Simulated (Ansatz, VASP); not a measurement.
**TaVN2: VASP beside Ansatz**

```
Ta V N
1.0
     3.04987    0.00000    0.00000
     0.00000    3.04987    0.00000
     0.00000    0.00000    4.29606
Ta V N
1 1 2
Direct
  0.00000 0.00000 0.00000
  0.50000 0.50000 0.50000
  0.50000 0.50000 0.00000
  0.00000 0.00000 0.50000
```

Alike in both runs: task single point; functional PBEsol; k mesh 7 × 7 × 5; occupations fermi-dirac, width 0.05 eV; collinear spin; fixed moment 1.5 μB.

```csv
,VASP,Ansatz
version,VASP 6.6.1,Ansatz 0.2.0
potentials or method,"VASP PAW PBE potentials, release 64 (Ta_pv, V_sv, N)",Ansatz PAW
plane-wave cutoff (eV),520,420
valence electrons in the cell,34,36
```

```csv
,VASP,Ansatz,Ansatz less VASP
pressure (GPa),-8.1,-8.8,-0.67
"traceless stress, the component that is largest in VASP (GPa)",-0.36,-0.38,-0.018
net moment per atom (μB),0.37,0.38,0.000
size of the moment on the site where the two differ most (μB),1.31,1.13,-0.187
```

VASP's potentials were made for PBE, not for PBEsol. Site moments also hang on the region over which each program counts them. VASP's potentials hold 34 valence electrons a cell and Ansatz's 36, so a difference there can come from the potentials and not from the codes.

Neither program's run includes spin-orbit coupling.
